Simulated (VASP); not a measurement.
# Ru (P6_3/mmc) in VASP: a series of runs

Ru is run at these levels: PBE; tasks: single point.

All numbers are computed with VASP 6.6.1; they aren't measurements. Logs are shortened: lines on timing, memory, paths and dates and some standing lists are left out, and cuts for length are marked.

**1. The cell of the first run**

The structure is hexagonal, space group P6_3/mmc (No. 194). The conventional cell has a = 2.741 Å, b = 2.741 Å, c = 4.338 Å, α = 90.00°, β = 90.00°, γ = 120.00°. Within 3.5 Å of Ru (site symmetry -6m2) lie 12 Ru at 2.69 to 2.74 Å.

**2. Single point, PBE**

INCAR

```
PREC = Accurate
ENCUT = 520
EDIFF = 1E-7
ISMEAR = -1
SIGMA = 0.05
LREAL = F
LASPH = T
NELM = 100
ALGO = Normal
ISIF = 2
LWAVE = F
LCHARG = F
GGA = PE
NBANDS = 21
```

KPOINTS

```
Automatic mesh
0
Gamma
  12 12 7
```

POSCAR

```
Ru
1.0
    2.7414067149      0.0000000000      0.0000000000
   -1.3707033574      2.3741283257      0.0000000000
    0.0000000000      0.0000000000      4.3382472512
Ru
2
Direct
    0.3333333333      0.6666666667      0.2500000000
    0.6666666667      0.3333333333      0.7500000000
```

Potentials or basis: VASP PAW PBE potentials, release 64 (Ru_pv).

Started as:

```sh
cat potpaw_PBE.64/Ru_pv/POTCAR > POTCAR
mpirun -np 1 vasp_std > vasp.out
```

OUTCAR:

```text
PREC = Accurate
   ENCUT = 520
   EDIFF = 1E-7
   ISMEAR = -1
   LREAL = F
   LASPH = T
   NELM = 100
   ISIF = 2
   GGA = PE

 ion  position               nearest neighbor table
   1  0.333  0.667  0.250-   2 2.69   2 2.69   2 2.69   2 2.69   2 2.69   2 2.69
   2  0.667  0.333  0.750-   1 2.69   1 2.69   1 2.69   1 2.69   1 2.69   1 2.69

  LATTYP: Found a hexagonal cell.
 ALAT       =     2.7414067149
 C/A-ratio  =     1.5824894670

  Lattice vectors:

 A1 = (   2.7414067149,   0.0000000000,   0.0000000000)
 A2 = (  -1.3707033574,   2.3741283257,   0.0000000000)
 A3 = (   0.0000000000,   0.0000000000,   4.3382472512)

Analysis of symmetry for initial positions (statically):
=====================================================================
 Subroutine PRICEL returns:
 Original cell was already a primitive cell.

 Routine SETGRP: Setting up the symmetry group for a
 hexagonal supercell.

 Subroutine GETGRP returns: Found 24 space group operations
 (whereof 12 operations were pure point group operations)
 out of a pool of 24 trial point group operations.

The static configuration has the point symmetry D_3d.
 The point group associated with its full space group is D_6h.

Analysis of symmetry for dynamics (positions and initial velocities):
=====================================================================
 Subroutine PRICEL returns:
 Original cell was already a primitive cell.

 Routine SETGRP: Setting up the symmetry group for a
 hexagonal supercell.

 Subroutine GETGRP returns: Found 24 space group operations
 (whereof 12 operations were pure point group operations)
 out of a pool of 24 trial point group operations.

The dynamic configuration has the point symmetry D_3d.
 The point group associated with its full space group is D_6h.

 Subroutine INISYM returns: Found 24 space group operations
 (whereof 12 operations are pure point group operations),
 and found     1 'primitive' translations

----------------------------------------------------------------------------------------

                                     Primitive cell

  volume of cell :      28.2353

  direct lattice vectors                    reciprocal lattice vectors
     2.741406715  0.000000000  0.000000000     0.364776228  0.210603612  0.000000000
    -1.370703357  2.374128326  0.000000000     0.000000000  0.421207223  0.000000000
     0.000000000  0.000000000  4.338247251     0.000000000  0.000000000  0.230507839

  length of vectors
     2.741406715  2.741407121  4.338247251     0.421207286  0.421207223  0.230507839

  position of ions in fractional coordinates (direct lattice)
     0.333333333  0.666666667  0.250000000
     0.666666667  0.333333333  0.750000000

  ion indices of the primitive-cell ions
   primitive index   ion index
                 1           1
                 2           2

----------------------------------------------------------------------------------------

 KPOINTS: Automatic mesh

Automatic generation of k-mesh.
 Grid dimensions read from file:
 generate k-points for:   12   12    7

 Generating k-lattice:

  Cartesian coordinates                     Fractional coordinates (reciprocal lattice)
     0.030398019  0.017550301  0.000000000     0.083333333 -0.000000000  0.000000000
     0.000000000  0.035100602  0.000000000     0.000000000  0.083333333  0.000000000
     0.000000000  0.000000000  0.032929691     0.000000000  0.000000000  0.142857143

  Length of vectors
     0.035100607  0.035100602  0.032929691

  Shift w.r.t. Gamma in fractional coordinates (k-lattice)
     0.000000000  0.000000000  0.000000000

 Subroutine IBZKPT returns following result:
 ===========================================

 Found     76 irreducible k-points:

 Following reciprocal coordinates:
            Coordinates               Weight
  0.000000  0.000000  0.000000      1.000000
  0.083333  0.000000  0.000000      6.000000
  0.166667  0.000000  0.000000      6.000000
  0.250000  0.000000  0.000000      6.000000
  0.333333  0.000000  0.000000      6.000000
  0.416667  0.000000  0.000000      6.000000
[... 16 lines left out ...]
  0.250000  0.000000  0.142857     12.000000
  0.333333  0.000000  0.142857     12.000000
 [... further k-points ...]
   k-points           NKPTS =     76   k-points in BZ     NKDIM =     76   number of bands    NBANDS=     21
   number of dos      NEDOS =    301   number of ions     NIONS =      2
   total plane-waves  NPLWV =  12800
   dimension x,y,z NGX =    20 NGY =   20 NGZ =   32
   dimension x,y,z NGXF=    40 NGYF=   40 NGZF=   64
   ions per type =               2
   NGX,Y,Z   is equivalent  to a cutoff of  12.13, 12.13, 12.26 a.u.
   NGXF,Y,Z  is equivalent  to a cutoff of  24.26, 24.26, 24.53 a.u.
 SYSTEM =  unknown system
   PREC   = accura    normal or accurate (medium, high low for compatibility)
   ISTART =      0    job   : 0-new  1-cont  2-samecut
   ICHARG =      2    charge: 1-file 2-atom 10-const
   ISPIN  =      1    spin polarized calculation?
   LNONCOLLINEAR =      F non collinear calculations
   LSORBIT =      F    spin-orbit coupling
   LASPH  =      T    aspherical Exc in radial PAW
   ENCUT  =  520.0 eV  38.22 Ry    6.18 a.u.   5.10  5.10  8.07*2*pi/ulx,y,z
   NELM   =    100;   NELMIN=  2; NELMDL= -5     # of ELM steps
   EDIFF  = 0.1E-06   stopping-criterion for ELM
   LREAL  =      F    real-space projection
   EDIFFG = 0.1E-05   stopping-criterion for IOM
   NSW    =      0    number of steps for IOM
   IBRION =     -1    ionic relax: 0-MD 1-quasi-New 2-CG
   NFREE  =      0    steps in history (QN), initial steepest desc. (CG)
   ISIF   =      2    stress and relaxation
   ISYM   =      2    0-nonsym 1-usesym 2-fastsym
   POTIM  = 0.5000    time-step for ionic-motion
   TEBEG  =    0.0;   TEEND  =   0.0 temperature during run
   PSTRESS=    0.0 pullay stress
   NELECT =      28.0000    total number of electrons
   NUPDOWN=      -1.0000    fix difference up-down
   EMIN   =  10.00;   EMAX   =-10.00  energy-range for DOS
   EFERMI =   0.00;   METHOD = LEGACY
   ISMEAR =    -1;   SIGMA  =   0.05  broadening in eV -4-tet -1-fermi 0-gaus
   EFERMI_NEDOS =   21; number of points for ismear=-14 and -15
   IALGO  =     38    algorithm
   IMIX   =      4    mixing-type and parameters
     AMIX     =   0.40;   BMIX     =  1.00
     AMIX_MAG =   1.60;   BMIX_MAG =  1.00
  volume/ion in A,a.u.               =      14.12        95.27
  Fermi-wavevector in a.u.,A,eV,Ry     =   1.632539  3.085051 36.262017  2.665183
  Thomas-Fermi vector in A             =   2.724493
   LORBIT       =      0    0 simple, 1 ext, 2 COOP (PROOUT), +10 PAW based schemes
   GGA     = PE    functional components
   LHFCALC =     F    Hartree Fock is set to
   AEXX    =    0.0000 exact exchange contribution
   IVDW    =     0    specifies the selected vdW correction
   LEPSILON=     F    determine dielectric tensor
   LRPA    =     F    only Hartree local field effects (RPA)
 non-spin polarized calculation
  energy-cutoff  :      520.00
  volume of cell :       28.24
 maximum number of plane-waves:       777
   NGX = 11   NGY = 11   NGZ = 17

 number of electron      28.0000012 magnetization

 Free energy of the ion-electron system (eV)
  ---------------------------------------------------
  ext. energy  EPLUGINS =         0.00000000
  ---------------------------------------------------
  free energy    TOTEN  =       -18.46595670 eV

  energy without entropy =      -18.45235794  energy(sigma->0) =      -18.45915732

 E-fermi :  12.1643     XC(G=0): -13.8793

 val. band max:       12.1013879589   @ k =   0.3333   0.2500   0.2857
 cond. band min:      12.1696848243   @ k =   0.3333   0.1667   0.2857
 fundamental gap:      0.0682968654
 Fermi energy:        12.1643346344

 k-point     1 :       0.0000    0.0000    0.0000
  band No.  band energies     occupation
      1     -31.3645      2.00000
      2     -30.5542      2.00000
      3     -30.5542      2.00000
      4     -30.4037      2.00000
      5     -30.4037      2.00000
      6     -30.3603      2.00000
[... 13 lines left out ...]
     20      22.6004      0.00000
     21      22.6056      0.00000

 k-point     2 :       0.0833    0.0000    0.0000
  band No.  band energies     occupation
      1     -31.3438      2.00000
      2     -30.5978      2.00000
      3     -30.5689      2.00000
      4     -30.4492      2.00000
      5     -30.4098      2.00000
      6     -30.3700      2.00000
[... 13 lines left out ...]
     20      22.6005      0.00000
     21      22.6053      0.00000

 k-point     3 :       0.1667    0.0000    0.0000
  band No.  band energies     occupation
      1     -31.2844      2.00000
      2     -30.7170      2.00000
      3     -30.6080      2.00000
      4     -30.5714      2.00000
      5     -30.4275      2.00000
      6     -30.3991      2.00000
[... 13 lines left out ...]
     20      22.6004      0.00000
     21      22.6043      0.00000

 k-point     4 :       0.2500    0.0000    0.0000
  band No.  band energies     occupation
      1     -31.1947      2.00000
      2     -30.8802      2.00000
      3     -30.7329      2.00000
      4     -30.6593      2.00000
      5     -30.4535      2.00000
      6     -30.4474      2.00000
[... 13 lines left out ...]
     20      22.6004      0.00000
     21      22.6031      0.00000

 k-point     5 :       0.3333    0.0000    0.0000
  band No.  band energies     occupation
      1     -31.0886      2.00000
      2     -31.0434      2.00000
      3     -30.8888      2.00000
      4     -30.7088      2.00000
      5     -30.5119      2.00000
      6     -30.4808      2.00000
[... 13 lines left out ...]
     20      22.5982      0.00000
     21      22.6006      0.00000
[... 382 lines left out ...]
     20      22.6005      0.00000
     21      22.9511      0.00000

 k-point    22 :       0.1667    0.0000    0.1429
  band No.  band energies     occupation
      1     -31.2493      2.00000
      2     -30.7035      2.00000
      3     -30.6037      2.00000
      4     -30.5992      2.00000
      5     -30.4366      2.00000
      6     -30.4183      2.00000
[... 13 lines left out ...]
     20      22.6004      0.00000
     21      22.9670      0.00000

 k-point    23 :       0.2500    0.0000    0.1429
  band No.  band energies     occupation
      1     -31.1827      2.00000
      2     -30.8532      2.00000
      3     -30.7637      2.00000
      4     -30.6492      2.00000
      5     -30.4638      2.00000
      6     -30.4567      2.00000
[... 13 lines left out ...]
     20      22.6004      0.00000
     21      23.0987      0.00000

 k-point    24 :       0.3333    0.0000    0.1429
  band No.  band energies     occupation
      1     -31.1518      2.00000
      2     -30.9664      2.00000
      3     -30.9035      2.00000
      4     -30.6976      2.00000
      5     -30.5102      2.00000
      6     -30.4922      2.00000
[... 13 lines left out ...]
     20      22.6003      0.00000
     21      23.3151      0.00000

 [... further k-points ...]

------------------------ aborting loop because EDIFF is reached ----------------------------------------

  FORCE on cell =-STRESS in cart. coord.  units (eV):
  Direction    XX          YY          ZZ          XY          YZ          ZX
  --------------------------------------------------------------------------------------
  -------------------------------------------------------------------------------------
  Total       -1.3114083     -1.3114088     -1.4026751     -0.0000000      0.0000000     -0.0000000
  in kB      -74.4143267    -74.4143560    -79.5931503     -0.0000000      0.0000000     -0.0000000
  external PRESSURE =     -76.1406110 kB  Pullay stress =       0.0000000 kB

 VOLUME and BASIS-vectors are now :
 -----------------------------------------------------------------------------
  energy-cutoff  :      520.00
  volume of cell :       28.24
      direct lattice vectors                 reciprocal lattice vectors
     2.741406715  0.000000000  0.000000000     0.364776228  0.210603612  0.000000000
    -1.370703357  2.374128326  0.000000000     0.000000000  0.421207223  0.000000000
     0.000000000  0.000000000  4.338247251     0.000000000  0.000000000  0.230507839

 POSITION                                       TOTAL-FORCE (eV/Angst)
 -----------------------------------------------------------------------------------
     -0.00000      1.58275      1.08456         0.000000      0.000000      0.000000
      1.37070      0.79138      3.25369        -0.000000     -0.000000      0.000000
 -----------------------------------------------------------------------------------
    total drift:                               -0.000000      0.000000     -0.000000

  FREE ENERGIE OF THE ION-ELECTRON SYSTEM (eV)
  ---------------------------------------------------
  free  energy   TOTEN  =       -18.4659567032 eV

  energy  without entropy=      -18.4523579416  energy(sigma->0) =      -18.45915732
```

It took 16 s on 1 thread of AMD EPYC 9R45 (Zen 5), shared host; peak memory 0.13 GiB.

What came out:

```yaml
Free_energy: -18.4660 eV
Pressure: -7.6 GPa
Band_gap_on_the_k_mesh: zero (band 14 reaches 13.46 eV, above the bottom of band 15 at 10.68 eV)
```

**3. Single point, PBE**

This run uses another cell than the first one, of 14.66 Å³/atom, 1.038 times its volume.

INCAR

```
SYSTEM = Ru
PREC     = Accurate       ! precision mode
ENCUT    = 520            ! plane-wave cutoff, eV
EDIFF    = 1E-6           ! SCF threshold, eV
ISMEAR   = -1             ! smearing method
SIGMA    = 0.05           ! smearing width, eV
LREAL    = .False.        ! projectors in reciprocal space
LASPH    = .True.         ! aspherical terms in the spheres
NELM     = 80             ! most SCF steps
ALGO     = Normal         ! electronic algorithm
ISIF     = 2              ! what is computed and relaxed
LWAVE    = .False.        ! write WAVECAR
LCHARG   = .False.        ! write CHGCAR
GGA      = PE             ! functional
NBANDS   = 21             ! bands
```

KPOINTS

```
Automatic mesh
0
Gamma
  12 12 7
  0 0 0
```

POSCAR

```
Ru
1.0
    2.7761117499      0.0000000000      0.0000000000
   -1.3880558750      2.4041837736      0.0000000000
    0.0000000000      0.0000000000      4.3931676036
Ru
2
Direct
    0.3333333333      0.6666666667      0.2500000000
    0.6666666667      0.3333333333      0.7500000000
```

Potentials or basis: VASP PAW PBE potentials, release 64 (Ru_pv).

Started as:

```sh
cat potpaw_PBE.64/Ru_pv/POTCAR > POTCAR
mpirun -np 1 vasp_std > vasp.out
```

Wall time 22 s (1 thread of AMD EPYC 9R45 (Zen 5), shared host); peak memory 0.15 GiB.

Results (log left out):

```yaml
Free_energy: -18.3819 eV
Pressure: -17.1 GPa
Band_gap_on_the_k_mesh: zero (band 14 reaches 12.72 eV, above the bottom of band 15 at 10.11 eV)
```

Stress tensor (GPa, compression positive):
```
-16.68   0.00   0.00
  0.00 -16.68   0.00
  0.00   0.00 -17.80
```

Levels at points of the mesh, in eV from the Fermi level:
| k point | band 12 | band 13 | band 14 | band 15 | band 16 | band 17 |
| --- | --- | --- | --- | --- | --- | --- |
| (0.00, 0.00, 0.00) | -1.74 | -1.74 | -1.26 | -1.26 | 1.02 | 1.02 |
| (0.50, 0.00, 0.00) | -1.67 | -1.40 | 1.22 | 1.58 | 1.65 | 3.64 |

**4. Single point, PBE**

This run uses another cell than the first one, of 15.20 Å³/atom, 1.077 times its volume.

INCAR

```
SYSTEM = Ru
  PREC = Accurate
  ENCUT = 520
  EDIFF = 1E-7
  ISMEAR = -1
  SIGMA = 0.05
  LREAL = .FALSE.
  LASPH = .TRUE.
  NELM = 80
  ALGO = Normal
  ISIF = 2
  LWAVE = .FALSE.
  LCHARG = .FALSE.
  GGA = PE
  NBANDS = 21
```

KPOINTS

```
Automatic mesh
0
G
  12 12 7
  0 0 0
```

POSCAR

```
Ru
1.0
    2.8099701082      0.0000000000      0.0000000000
   -1.4049850541      2.4335059778      0.0000000000
    0.0000000000      0.0000000000      4.4467480989
Ru
2
Direct
    0.3333333333      0.6666666667      0.2500000000
    0.6666666667      0.3333333333      0.7500000000
```

Started as:

```sh
cat potpaw_PBE.64/Ru_pv/POTCAR > POTCAR
mpirun -np 1 vasp_std > vasp.out
```

Wall time 25 s (1 thread of AMD EPYC 9R45 (Zen 5), shared host); peak memory 0.14 GiB.

The run converged. Its results:

```
Free energy            : -18.2409 eV
Pressure               : -24.5 GPa
Band gap on the k mesh : zero (band 14 reaches 12.04 eV, above the bottom of band 15 at 9.57 eV)
```

Stress tensor (GPa, compression positive):
```
-23.95   0.00   0.00
  0.00 -23.95   0.00
  0.00   0.00 -25.54
```

Levels at points of the mesh, in eV from the Fermi level:
```
           k point  band 12  band 13  band 14  band 15  band 16  band 17
(0.00, 0.00, 0.00)    -1.64    -1.64    -1.20    -1.20     0.97     0.97
(0.50, 0.00, 0.00)    -1.60    -1.33     1.14     1.48     1.55     3.48
```

**5. Overview**

| cell | gap on the mesh (eV) | pressure (GPa) |
| --- | --- | --- |
| a = 2.741, b = 2.741, c = 4.338 Å, angles 90.0, 90.0, 120.0°, 2 atoms | none | -7.6 |
| a = 2.776, b = 2.776, c = 4.393 Å, angles 90.0, 90.0, 120.0°, 2 atoms | none | -17.1 |
| a = 2.810, b = 2.810, c = 4.447 Å, angles 90.0, 90.0, 120.0°, 2 atoms | none | -24.5 |

Alike in all rows: task single point; level PBE; potentials or basis VASP PAW PBE potentials, release 64 (Ru_pv); no spin polarisation; k mesh 12 × 12 × 7; cutoff (eV) 520; smearing fermi-dirac 0.05 eV.

Absolute energies hang on the potentials; compare differences alone.
